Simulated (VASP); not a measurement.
## WSe2: single point with PBEsol

WSe2, a slab with vacuum:

```
Se W
1.0
     3.33535    0.00000    0.00000
    -1.66767    2.88849    0.00000
     0.00000    0.00000   16.74461
Se W
2 1
Direct
  0.33333 0.66667 0.89711
  0.33333 0.66667 0.10289
  0.00000 0.00000 0.00000
```

```json
{"Program": "VASP 6.6.1", "Task": "single point", "Functional": "PBEsol", "Potentials or basis": "VASP PAW PBE potentials, release 64 (Se, W_sv)", "Cutoff": "520 eV", "k mesh": "6 × 6 × 1", "Occupations": "gaussian, width 0.1 eV", "Spin": "no spin polarisation", "Dipole correction": "no", "Further INCAR settings": "ALGO = Normal; EDIFF = 1e-07; NBANDS = 20"}
```

```yaml
Largest_force: 1.143 eV/Å
Band_gap_on_the_k_mesh: 1.53 eV (least direct gap 1.58 eV)
```

Forces on the atoms (eV/Å):
```
Se   0.000  0.000  1.143
Se   0.000  0.000 -1.143
W    0.000  0.000  0.000
```

Levels at points of the mesh, in eV from the valence-band top:
| k point | band 10 | band 11 | band 12 | band 13 | band 14 | band 15 | band 16 | band 17 |
| --- | --- | --- | --- | --- | --- | --- | --- | --- |
| (0.00, 0.00, 0.00) | -2.14 | -1.11 | -1.11 | -0.43 | 2.80 | 2.80 | 2.89 | 2.89 |
| (0.50, 0.00, 0.00) | -2.81 | -2.20 | -0.99 | -0.87 | 2.31 | 2.61 | 3.49 | 4.08 |

Run time: 36 s on 1 thread of Intel(R) Xeon(R) Platinum 8488C (Sapphire Rapids) (shared host), peak memory 0.3 GiB.

Caveat: there is no dipole correction, which matters where the two faces differ; the PAW data sets were made with another functional, which shifts forces and pressure a little; spin-orbit coupling is left out, which moves the levels of the heavy elements.
